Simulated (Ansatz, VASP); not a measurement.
**B5As2: VASP beside Ansatz**

```xyz
7
Lattice="3.1492 0.0001 0.0000 -1.5748 2.9330 -0.0844 -0.0005 -0.2735 8.4318" Properties=species:S:1:pos:R:3 pbc="T T T"
B    -0.0003   -0.2734    8.4317
B     1.5740    1.0932    7.9242
B    -0.0003    1.5665    0.4233
B    -0.0003   -0.1405    3.3666
B     1.5742    2.8002    4.9807
As    1.5743    0.9225    5.8510
As   -0.0004    1.7372    2.4963
```

Change from the starting cell: cell x1, atoms moved at random (sigma 0.1 Å) and cell strained at random (1.5 %), then relaxed without symmetry.

Alike in both runs: functional PBE; k mesh 6 × 6 × 4; occupations gaussian, width 0.2 eV; no spin polarisation.

Ansatz relaxed the structure, and its values are those at the end. VASP's run is a single point on that final structure, the one shown.

|  | VASP | Ansatz |
| --- | --- | --- |
| version | VASP 6.6.1 | Ansatz 0.2.0 |
| potentials or method | VASP PAW PBE potentials, release 64 (B, As), cutoff 520 eV | scalar-relativistic, plane waves, PAW |
| valence electrons in the cell | 25 | 45 |

```csv
,VASP,Ansatz,Ansatz less VASP
gap on the k mesh at the Fermi level (eV),none,none,-
pressure (GPa),0.5,0.0,-0.46
rms of the force components (eV/Å),0.019,0.003,-0.0155
```

A gap of «none» marks a metal or a gap that the smearing closes. VASP's potentials hold 25 valence electrons a cell and Ansatz's 45, so a difference there can come from the potentials and not from the codes.

The k mesh is coarse, so the values compare programs but aren't converged.
